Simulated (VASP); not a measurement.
# Cr2O (antifluorite type) (Fm-3m) in VASP: notebook

The runs below take Cr2O (antifluorite type) through single point, with PBE.

Program: VASP 6.6.1. These are calculated values, not measurements. Logs are shortened: lines on timing, memory, paths and dates and some standing lists are left out, and cuts for length are marked.

## (1) The cell of the first run

The structure is cubic, space group Fm-3m (No. 225). The conventional cell has a = 4.889 Å, b = 4.889 Å, c = 4.889 Å, α = 90.00°, β = 90.00°, γ = 90.00°. Within 2.8 Å of Cr (site symmetry -43m) lie 4 O at 2.12 Å and 6 Cr at 2.44 Å. O (site symmetry m-3m) has 8 Cr at 2.12 Å within 2.8 Å.

## (2) Single point, PBE

Contents of INCAR:

```
PREC = Accurate
ENCUT = 600
EDIFF = 1E-6
ISMEAR = -1
SIGMA = 0.06122561905347299
LREAL = F
LASPH = T
NELM = 120
ALGO = Normal
ISIF = 2
LWAVE = F
LCHARG = T
GGA = PE
LELF = T
LVHAR = T
NBANDS = 22
GGA_COMPAT = F
```

Contents of KPOINTS:

```
Automatic mesh
0
Gamma
  19 19 19
```

Contents of POSCAR:

```
Cr2O
1.0
    0.0000000000      2.4447432379      2.4447432379
    2.4447432379      0.0000000000      2.4447432379
    2.4447432379      2.4447432379      0.0000000000
Cr O
2 1
Direct
    0.2500000000      0.2500000000      0.2500000000
    0.7500000000      0.7500000000      0.7500000000
    0.0000000000      0.0000000000      0.0000000000
```

Potentials or basis: VASP PAW PBE potentials, release 64 (Cr_pv, O).

On the command line:

```console
$ cat potpaw_PBE.64/Cr_pv/POTCAR potpaw_PBE.64/O/POTCAR > POTCAR
$ mpirun -np 1 vasp_std > vasp.out
```

OUTCAR:

```text
PREC = Accurate
   ENCUT = 600
   EDIFF = 1E-6
   ISMEAR = -1
   LREAL = F
   LASPH = T
   NELM = 120
   ISIF = 2
   GGA = PE

 ion  position               nearest neighbor table
   1  0.250  0.250  0.250-   3 2.12   3 2.12   3 2.12   3 2.12   2 2.44   2 2.44   2 2.44   2 2.44
                             2 2.44   2 2.44
   2  0.750  0.750  0.750-   3 2.12   3 2.12   3 2.12   3 2.12   1 2.44   1 2.44   1 2.44   1 2.44
                             1 2.44   1 2.44
   3  0.000  0.000  0.000-   2 2.12   2 2.12   2 2.12   1 2.12   2 2.12   1 2.12   1 2.12   1 2.12

  LATTYP: Found a face centered cubic cell.
 ALAT       =     4.8894864758

  Lattice vectors:

 A1 = (   0.0000000000,   2.4447432379,   2.4447432379)
 A2 = (   2.4447432379,   0.0000000000,   2.4447432379)
 A3 = (   2.4447432379,   2.4447432379,   0.0000000000)

Analysis of symmetry for initial positions (statically):
=====================================================================
 Subroutine PRICEL returns:
 Original cell was already a primitive cell.

 Routine SETGRP: Setting up the symmetry group for a
 face centered cubic supercell.

 Subroutine GETGRP returns: Found 48 space group operations
 (whereof 48 operations were pure point group operations)
 out of a pool of 48 trial point group operations.

The static configuration has the point symmetry O_h .

Analysis of symmetry for dynamics (positions and initial velocities):
=====================================================================
 Subroutine PRICEL returns:
 Original cell was already a primitive cell.

 Routine SETGRP: Setting up the symmetry group for a
 face centered cubic supercell.

 Subroutine GETGRP returns: Found 48 space group operations
 (whereof 48 operations were pure point group operations)
 out of a pool of 48 trial point group operations.

The dynamic configuration has the point symmetry O_h .

 Subroutine INISYM returns: Found 48 space group operations
 (whereof 48 operations are pure point group operations),
 and found     1 'primitive' translations

----------------------------------------------------------------------------------------

                                     Primitive cell

  volume of cell :      29.2233

  direct lattice vectors                    reciprocal lattice vectors
     0.000000000  2.444743238  2.444743238    -0.204520455  0.204520455  0.204520455
     2.444743238  0.000000000  2.444743238     0.204520455 -0.204520455  0.204520455
     2.444743238  2.444743238  0.000000000     0.204520455  0.204520455 -0.204520455

  length of vectors
     3.457389044  3.457389044  3.457389044     0.354239820  0.354239820  0.354239820

  position of ions in fractional coordinates (direct lattice)
     0.250000000  0.250000000  0.250000000
     0.750000000  0.750000000  0.750000000
     0.000000000  0.000000000  0.000000000

  ion indices of the primitive-cell ions
   primitive index   ion index
                 1           1
                 2           2
                 3           3

----------------------------------------------------------------------------------------

 KPOINTS: Automatic mesh

Automatic generation of k-mesh.
 Grid dimensions read from file:
 generate k-points for:   19   19   19

 Generating k-lattice:

  Cartesian coordinates                     Fractional coordinates (reciprocal lattice)
    -0.010764234  0.010764234  0.010764234     0.052631579  0.000000000  0.000000000
     0.010764234 -0.010764234  0.010764234     0.000000000  0.052631579  0.000000000
     0.010764234  0.010764234 -0.010764234     0.000000000  0.000000000  0.052631579

  Length of vectors
     0.018644201  0.018644201  0.018644201

  Shift w.r.t. Gamma in fractional coordinates (k-lattice)
     0.000000000  0.000000000  0.000000000

 Subroutine IBZKPT returns following result:
 ===========================================

 Found    220 irreducible k-points:

 Following reciprocal coordinates:
            Coordinates               Weight
  0.000000  0.000000  0.000000      1.000000
  0.052632  0.000000  0.000000      8.000000
  0.105263  0.000000  0.000000      8.000000
  0.157895  0.000000  0.000000      8.000000
  0.210526  0.000000  0.000000      8.000000
  0.263158  0.000000  0.000000      8.000000
[... 16 lines left out ...]
 -0.315789  0.052632  0.000000     24.000000
 -0.263158  0.052632  0.000000     24.000000
 [... further k-points ...]
   k-points           NKPTS =    220   k-points in BZ     NKDIM =    220   number of bands    NBANDS=     22
   number of dos      NEDOS =    301   number of ions     NIONS =      3
   total plane-waves  NPLWV =  21952
   dimension x,y,z NGX =    28 NGY =   28 NGZ =   28
   dimension x,y,z NGXF=    56 NGYF=   56 NGZF=   56
   ions per type =               2   1
   NGX,Y,Z   is equivalent  to a cutoff of  13.46, 13.46, 13.46 a.u.
   NGXF,Y,Z  is equivalent  to a cutoff of  26.93, 26.93, 26.93 a.u.
 SYSTEM =  unknown system
   PREC   = accura    normal or accurate (medium, high low for compatibility)
   ISTART =      0    job   : 0-new  1-cont  2-samecut
   ICHARG =      2    charge: 1-file 2-atom 10-const
   ISPIN  =      1    spin polarized calculation?
   LNONCOLLINEAR =      F non collinear calculations
   LSORBIT =      F    spin-orbit coupling
   LASPH  =      T    aspherical Exc in radial PAW
   ENCUT  =  600.0 eV  44.10 Ry    6.64 a.u.   6.91  6.91  6.91*2*pi/ulx,y,z
   NELM   =    120;   NELMIN=  2; NELMDL= -5     # of ELM steps
   EDIFF  = 0.1E-05   stopping-criterion for ELM
   LREAL  =      F    real-space projection
   EDIFFG = 0.1E-04   stopping-criterion for IOM
   NSW    =      0    number of steps for IOM
   IBRION =     -1    ionic relax: 0-MD 1-quasi-New 2-CG
   NFREE  =      0    steps in history (QN), initial steepest desc. (CG)
   ISIF   =      2    stress and relaxation
   ISYM   =      2    0-nonsym 1-usesym 2-fastsym
   POTIM  = 0.5000    time-step for ionic-motion
   TEBEG  =    0.0;   TEEND  =   0.0 temperature during run
   PSTRESS=    0.0 pullay stress
   NELECT =      30.0000    total number of electrons
   NUPDOWN=      -1.0000    fix difference up-down
   EMIN   =  10.00;   EMAX   =-10.00  energy-range for DOS
   EFERMI =   0.00;   METHOD = LEGACY
   ISMEAR =    -1;   SIGMA  =   0.06  broadening in eV -4-tet -1-fermi 0-gaus
   EFERMI_NEDOS =   21; number of points for ismear=-14 and -15
   IALGO  =     38    algorithm
   IMIX   =      4    mixing-type and parameters
     AMIX     =   0.40;   BMIX     =  1.00
     AMIX_MAG =   1.60;   BMIX_MAG =  1.00
  volume/ion in A,a.u.               =       9.74        65.74
  Fermi-wavevector in a.u.,A,eV,Ry     =   1.651475  3.120835 37.108116  2.727370
  Thomas-Fermi vector in A             =   2.740248
   LORBIT       =      0    0 simple, 1 ext, 2 COOP (PROOUT), +10 PAW based schemes
   GGA     = PE    functional components
   LHFCALC =     F    Hartree Fock is set to
   AEXX    =    0.0000 exact exchange contribution
   IVDW    =     0    specifies the selected vdW correction
   LEPSILON=     F    determine dielectric tensor
   LRPA    =     F    only Hartree local field effects (RPA)
 non-spin polarized calculation
  energy-cutoff  :      600.00
  volume of cell :       29.22
 maximum number of plane-waves:       990
   NGX = 13   NGY = 13   NGZ = 13

 number of electron      29.9999996 magnetization

 Free energy of the ion-electron system (eV)
  ---------------------------------------------------
  ext. energy  EPLUGINS =         0.00000000
  ---------------------------------------------------
  free energy    TOTEN  =       -23.07118260 eV

  energy without entropy =      -23.01981176  energy(sigma->0) =      -23.04549718

 E-fermi :  11.3236     XC(G=0): -13.4311

 val. band max:       11.3208271367   @ k =  -0.2632   0.2105   0.0000
 cond. band min:      11.3239829649   @ k =  -0.4737   0.1053   0.0000
 fundamental gap:      0.0031558283
 Fermi energy:        11.3235916608

 k-point     1 :       0.0000    0.0000    0.0000
  band No.  band energies     occupation
      1     -32.2654      2.00000
      2     -32.2654      2.00000
      3     -32.2654      2.00000
      4     -31.7346      2.00000
      5     -31.7346      2.00000
      6     -31.7346      2.00000
[... 14 lines left out ...]
     21      14.0864      0.00000
     22      18.7808      0.00000

 k-point     2 :       0.0526    0.0000    0.0000
  band No.  band energies     occupation
      1     -32.2631      2.00000
      2     -32.2621      2.00000
      3     -32.2621      2.00000
      4     -31.7401      2.00000
      5     -31.7386      2.00000
      6     -31.7386      2.00000
[... 14 lines left out ...]
     21      14.0064      0.00000
     22      18.7810      0.00000

 k-point     3 :       0.1053    0.0000    0.0000
  band No.  band energies     occupation
      1     -32.2563      2.00000
      2     -32.2524      2.00000
      3     -32.2524      2.00000
      4     -31.7563      2.00000
      5     -31.7504      2.00000
      6     -31.7504      2.00000
[... 14 lines left out ...]
     21      13.7815      0.00000
     22      18.7798      0.00000

 k-point     4 :       0.1579    0.0000    0.0000
  band No.  band energies     occupation
      1     -32.2449      2.00000
      2     -32.2364      2.00000
      3     -32.2364      2.00000
      4     -31.7821      2.00000
      5     -31.7696      2.00000
      6     -31.7696      2.00000
[... 14 lines left out ...]
     21      13.4501      0.00000
     22      18.7786      0.00000

 k-point     5 :       0.2105    0.0000    0.0000
  band No.  band energies     occupation
      1     -32.2289      2.00000
      2     -32.2145      2.00000
      3     -32.2145      2.00000
      4     -31.8159      2.00000
      5     -31.7956      2.00000
      6     -31.7956      2.00000
[... 14 lines left out ...]
     21      13.1692      0.00000
     22      18.7702      0.00000

 k-point     6 :       0.2632    0.0000    0.0000
  band No.  band energies     occupation
      1     -32.2082      2.00000
      2     -32.1870      2.00000
      3     -32.1870      2.00000
      4     -31.8559      2.00000
      5     -31.8275      2.00000
      6     -31.8275      2.00000
[... 14 lines left out ...]
     21      13.1120      0.00000
     22      18.2441      0.00000

 k-point     7 :       0.3158    0.0000    0.0000
  band No.  band energies     occupation
      1     -32.1830      2.00000
      2     -32.1546      2.00000
      3     -32.1546      2.00000
      4     -31.8998      2.00000
      5     -31.8642      2.00000
      6     -31.8642      2.00000
[... 324 lines left out ...]
      6     -31.9302      2.00000
[... 14 lines left out ...]
     21      14.0071      0.00000
     22      15.9495      0.00000

 k-point    21 :      -0.4211    0.0526    0.0000
  band No.  band energies     occupation
      1     -32.1663      2.00000
      2     -32.0499      2.00000
      3     -32.0351      2.00000
      4     -32.0220      2.00000
      5     -32.0040      2.00000
      6     -31.8885      2.00000
[... 14 lines left out ...]
     21      13.6756      0.00000
     22      16.2517      0.00000

 k-point    22 :      -0.3684    0.0526    0.0000
  band No.  band energies     occupation
      1     -32.1984      2.00000
      2     -32.0871      2.00000
      3     -32.0638      2.00000
      4     -31.9932      2.00000
      5     -31.9599      2.00000
      6     -31.8491      2.00000
[... 14 lines left out ...]
     21      13.3133      0.00000
     22      16.7832      0.00000

 k-point    23 :      -0.3158    0.0526    0.0000
  band No.  band energies     occupation
      1     -32.2252      2.00000
      2     -32.1250      2.00000
      3     -32.1046      2.00000
      4     -31.9463      2.00000
      5     -31.9157      2.00000
      6     -31.8134      2.00000
[... 14 lines left out ...]
     21      13.3023      0.00000
     22      17.4016      0.00000

 k-point    24 :      -0.2632    0.0526    0.0000
  band No.  band energies     occupation
      1     -32.2464      2.00000
      2     -32.1594      2.00000
      3     -32.1425      2.00000
      4     -31.8998      2.00000
      5     -31.8737      2.00000
      6     -31.7827      2.00000
[... 14 lines left out ...]
     21      13.3130      0.00000
     22      18.0926      0.00000

 [... further k-points ...]
[... 5 lines left out ...]
  --------------------------------------------------------------------------------------
  -------------------------------------------------------------------------------------
  Total        1.6972690      1.6972690      1.6972690     -0.0000000     -0.0000000      0.0000000
  in kB       93.0532400     93.0532400     93.0532400     -0.0000000     -0.0000000      0.0000000
  external PRESSURE =      93.0532400 kB  Pullay stress =       0.0000000 kB

 VOLUME and BASIS-vectors are now :
 -----------------------------------------------------------------------------
  energy-cutoff  :      600.00
  volume of cell :       29.22
      direct lattice vectors                 reciprocal lattice vectors
     0.000000000  2.444743238  2.444743238    -0.204520455  0.204520455  0.204520455
     2.444743238  0.000000000  2.444743238     0.204520455 -0.204520455  0.204520455
     2.444743238  2.444743238  0.000000000     0.204520455  0.204520455 -0.204520455

 POSITION                                       TOTAL-FORCE (eV/Angst)
 -----------------------------------------------------------------------------------
      1.22237      1.22237      1.22237        -0.000000      0.000000      0.000000
      3.66711      3.66711      3.66711         0.000000     -0.000000     -0.000000
      0.00000      0.00000      0.00000        -0.000000     -0.000000     -0.000000
 -----------------------------------------------------------------------------------
    total drift:                                0.000000      0.000000      0.000000

  FREE ENERGIE OF THE ION-ELECTRON SYSTEM (eV)
  ---------------------------------------------------
  free  energy   TOTEN  =       -23.0711825991 eV

  energy  without entropy=      -23.0198117638  energy(sigma->0) =      -23.04549718
```

It took 82 s on 1 thread of Intel Xeon 6975P-C (Granite Rapids), shared host; peak memory 0.27 GiB.

What came out:

| Property | Result |
| --- | --- |
| Free energy | -23.0712 eV |
| Pressure | 9.3 GPa |
| Band gap on the k mesh | zero (bands 15 and 16 overlap by 1.13 eV) |

Levels at points of the mesh, in eV from the Fermi level:
```csv
k point,band 13,band 14,band 15,band 16,band 17,band 18
"(0.00, 0.00, 0.00)",-3.30,0.75,0.75,0.75,1.46,1.46
```

Caveat: the cell stands under pressure; the run has no spin polarisation, though such a crystal can be magnetic. With open d or f shells a metallic result of PBE can be an artefact of self-interaction; +U or a hybrid may open a gap.

## (3) Single point, PBE

This run uses another cell than the first one, of 9.94 Å³/atom.

Contents of INCAR:

```
SYSTEM = Cr2O
PREC = Accurate
ENCUT = 600
EDIFF = 1E-6
ISMEAR = -1
SIGMA = 0.06122561905347299
LREAL = .FALSE.
LASPH = .TRUE.
NELM = 120
ALGO = Normal
ISIF = 2
LWAVE = .FALSE.
LCHARG = .FALSE.
GGA = PE
NBANDS = 22
GGA_COMPAT = .FALSE.
```

Contents of KPOINTS:

```
regular mesh
0
G
  19 19 19
  0 0 0
```

Contents of POSCAR:

```
Cr2O
1.0
    0.0000000000      2.4616040689      2.4616040689
    2.4616040689      0.0000000000      2.4616040689
    2.4616040689      2.4616040689      0.0000000000
Cr O
2 1
Direct
    0.2500000000      0.2500000000      0.2500000000
    0.7500000000      0.7500000000      0.7500000000
    0.0000000000      0.0000000000      0.0000000000
```

Potentials or basis: VASP PAW PBE potentials, release 64 (Cr_pv, O).

On the command line:

```console
$ cat potpaw_PBE.64/Cr_pv/POTCAR potpaw_PBE.64/O/POTCAR > POTCAR
$ mpirun -np 1 vasp_std > vasp.out
```

It took 80 s on 1 thread of Intel Xeon 6975P-C (Granite Rapids), shared host; peak memory 0.27 GiB.

The run converged. Its results:

```yaml
Free_energy: -23.0984 eV
Pressure: 4.4 GPa
Band_gap_on_the_k_mesh: zero (bands 15 and 16 overlap by 1.09 eV)
```

Levels at points of the mesh, in eV from the Fermi level:
| k point | band 12 | band 13 | band 14 | band 15 | band 16 | band 17 | band 18 | band 19 |
| --- | --- | --- | --- | --- | --- | --- | --- | --- |
| (0.00, 0.00, 0.00) | -3.49 | -3.31 | 0.73 | 0.73 | 0.73 | 1.42 | 1.42 | 1.42 |

Caveat: the cell stands under pressure; the run has no spin polarisation, though such a crystal can be magnetic.

(Part 1 of 2 ends here.)
